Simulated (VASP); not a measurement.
## H6CSO: single point with LDA

H6CSO:

```xyz
36
Lattice="7.4072 0.0000 0.0000 0.0000 7.4072 0.0000 0.0000 0.0000 7.4072" Properties=species:S:1:pos:R:3 pbc="T T T"
S     4.3793    1.9987    5.1834
S     7.9799    2.5659    7.7154
S     4.0476    6.0871    3.5532
S     5.7732    5.2010    6.4994
H     5.0430    2.5869    4.2018
H     4.7957    0.7644    4.8480
H     8.0554    2.3907    6.1415
H     6.8873    1.7067    7.7352
H     3.7202    6.6357    2.3450
H     4.3068    4.8280    2.9676
H     6.4860    4.0275    6.8545
H     5.9975    5.6927    7.8058
H    -0.3556    3.1280    3.8361
H     2.1683    2.4480    5.0215
H     1.1260    4.0582    3.6614
H     1.0260    2.4686    2.8945
H     0.9156    4.9876    6.3347
H     3.6678    4.4304    6.5529
H     1.7576    5.7121    7.8053
H     2.0718    6.2269    6.0483
H     6.2730    7.2874    2.6000
H     7.9954    5.2951    1.5634
H     7.6470    6.5695    3.5928
H     8.0150    7.3998    2.0621
H     4.3938    3.0076    0.5635
H     5.9614    3.6245    2.0412
H     4.3840    1.7261    1.8189
H     3.1907    3.0662    1.9173
C     0.7154    3.0592    3.7340
C     1.8517    5.3126    6.6835
C     7.2999    6.7783    2.6159
C     4.2507    2.7804    1.6498
O     1.1774    2.3729    4.9210
O     2.6504    4.2549    6.4519
O     7.1565    5.5840    1.9083
O     5.1307    3.4253    2.4991
```

```yaml
Program: VASP 6.6.1
Task: single point
Functional: LDA
Potentials_or_basis: VASP PAW LDA potentials, release 64 (S, H, C, O)
Cutoff: 520 eV
k_mesh: 1 × 1 × 1
Occupations: fermi-dirac, width 0.05 eV
Spin: no spin polarisation
```

```yaml
Pressure: 0.3 GPa
Largest_force: 2.757 eV/Å
Band_gap_on_the_k_mesh: 3.94 eV
```

Forces on the atoms (eV/Å):
```
S   -0.582 -0.153  1.310
S   -0.873 -0.690 -0.464
S   -0.479 -0.236 -0.393
S   -0.086 -0.323  0.650
H    0.475  0.543 -1.012
H    0.022 -0.398 -0.194
H    0.554  0.511  0.477
H    0.526  0.402  0.190
H    0.024 -0.077  0.236
H    0.339  0.510  0.275
H   -0.213  0.375 -0.034
H    0.112 -0.389 -0.639
H   -0.792 -0.085 -0.122
H    0.067  0.015  0.114
H    0.340  0.726  0.040
H    0.032 -0.584 -1.211
H   -2.192 -0.262 -0.153
H   -0.915  0.295 -0.040
H    0.305 -0.704 -1.464
H    0.193 -0.426  0.464
H    1.192 -0.456  0.319
H    1.250 -0.522 -0.694
H    0.352  0.027  1.718
H    0.165  0.518  0.116
H    0.087  0.036  0.485
H    0.811  0.479 -0.344
H   -0.255 -1.229 -0.120
H    0.693 -0.214 -0.163
C    0.557 -0.501  1.653
C    0.647  2.535  0.869
C   -1.256  1.064 -1.698
C   -1.421  0.117 -0.817
O   -0.412  0.095 -0.460
O    2.538 -1.035  0.165
O   -1.799 -0.634  0.190
O   -0.004  0.670  0.748
```

Stress tensor (GPa, compression positive):
```
 0.76  0.65 -0.22
 0.65  0.89  0.27
-0.22  0.27 -0.79
```

Levels at points of the mesh, in eV from the valence-band top:
| k point | band 41 | band 42 | band 43 | band 44 | band 45 | band 46 | band 47 | band 48 |
| --- | --- | --- | --- | --- | --- | --- | --- | --- |
| (0.00, 0.00, 0.00) | -0.55 | -0.34 | -0.07 | 0.00 | 3.94 | 4.97 | 5.10 | 5.49 |

Wall time 55 s on 1 thread of Intel(R) Xeon(R) Platinum 8259CL CPU @ 2.50GHz (Skylake/Cascade Lake), on a shared host, peak memory 0.32 GiB.

Caveat: the k points lie up to 0.85 Å⁻¹ apart, too coarse for converged energies, forces and pressures; the atoms stand as in a frame of molecular dynamics.
